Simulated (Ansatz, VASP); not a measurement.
## Two plane-wave programs on CO2

```
C O
1.0
     5.63000    0.00000    0.00000
     0.00000    5.63000    0.00000
     0.00000    0.00000    5.63000
C O
4 8
Direct
  0.00000 0.00000 0.00000
  0.50000 0.00000 0.50000
  0.50000 0.50000 0.00000
  0.00000 0.50000 0.50000
  0.11981 0.11981 0.11981
  0.38019 0.88019 0.61981
  0.61981 0.38019 0.88019
  0.88019 0.61981 0.38019
  0.88019 0.88019 0.88019
  0.61981 0.11981 0.38019
  0.38019 0.61981 0.11981
  0.11981 0.38019 0.61981
```

Alike in both runs: task electric field gradients; functional r2SCAN; k mesh 4 × 4 × 4; occupations fermi-dirac, width 0.02 eV; no spin polarisation.

|  | VASP | Ansatz |
| --- | --- | --- |
| version | VASP 6.6.1 | Ansatz 0.2.0 |
| potentials or method | VASP PAW PBE potentials, release 64 (C, O) | plane-wave PAW, scalar-relativistic |
| plane-wave cutoff (eV) | 520 | 500 |
| valence electrons in the cell | 64 | 64 |

```tsv
	VASP	Ansatz	Ansatz less VASP
gap on the k mesh at the Fermi level (eV)	7.40	7.42	+0.023
pressure (GPa)	-0.8	-2.5	-1.76
rms of the force components (eV/Å)	0.044	0.396	+0.3521
size of Vzz on the site where it differs most (V/Å²)	57.1	35.5	-21.54
```

VASP's potentials were made for PBE, not for r2SCAN. Atom by atom the forces differ by 0.352 eV/Å (rms over components). One of these differences is far larger than is usual between the two programs; its cause wasn't traced.

Noted on VASP's run: the standard files for N, O and F lose accuracy on very short bonds.
